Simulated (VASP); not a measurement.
Wanted: the native input for a VASP 6.6.1 run.

```
Task                   : single point
Functional             : PBE
Potentials or basis    : VASP PAW PBE potentials, release 64 (Mg, O)
Cutoff                 : 520 eV
k mesh                 : 2 × 2 × 2
Occupations            : gaussian, width 0.01 eV
Spin                   : no spin polarisation
Dipole correction      : no
Further INCAR settings : ALGO = Normal; EDIFF = 1e-06; NBANDS = 26
```

The structure of MgO lies in POSCAR:

```
MgO
1.0
    6.6182850000      0.0000000000      0.0000000000
   -1.6545710000      2.8658020000      0.0000000000
    0.0000000000      0.0000000000      4.9849240000
Mg O
4 4
Direct
    0.1682785742      0.6679233248      0.0013306121
    0.3286609118      0.3421283117      0.5021428612
    0.6666707899      0.6614755660      0.0023065547
    0.8293634334      0.3290119136      0.5042411880
    0.1723199622      0.6822714898      0.4061403945
    0.3332403453      0.3438538322      0.9044256241
    0.6740429967      0.6539795841      0.4034109647
    0.8334960589      0.3201243491      0.8911957334
```

The input as run:

INCAR

```
PREC     = Accurate       # precision mode
ENCUT    = 520            # plane-wave cutoff, eV
EDIFF    = 1E-6           # SCF threshold, eV
ISMEAR   = 0              # smearing method
SIGMA    = 0.01           # smearing width, eV
LREAL    = False          # projectors in reciprocal space
LASPH    = True           # aspherical terms in the spheres
NELM     = 120            # most SCF steps
ALGO     = Normal         # electronic algorithm
ISIF     = 2              # what is computed and relaxed
LWAVE    = False          # write WAVECAR
LCHARG   = True           # write CHGCAR
GGA      = PE             # functional
LELF     = True           # ELF
LVHAR    = True         
NBANDS   = 26             # bands
GGA_COMPAT= False
```

KPOINTS

```
Automatic mesh
0
Gamma
  2 2 2
```

Potentials or basis: VASP PAW PBE potentials, release 64 (Mg, O).

The run is started by

```console
$ cat potpaw_PBE.64/Mg/POTCAR potpaw_PBE.64/O/POTCAR > POTCAR
$ mpirun -np 1 vasp_std > vasp.out
```

It gave:

| Quantity | Value |
| --- | --- |
| Pressure | 3.4 GPa |
| Largest force | 1.123 eV/Å |
| Band gap on the k mesh | 3.44 eV |

Caveat: the k points lie up to 0.95 Å⁻¹ apart, too coarse for converged energies, forces and pressures; forces of over 1 eV/Å act on the atoms, so gaps and moduli don't describe the material at rest.

Wall time 16 s on 1 thread of Intel(R) Xeon(R) 6975P-C (Granite Rapids), on a shared host, peak memory 0.22 GiB.
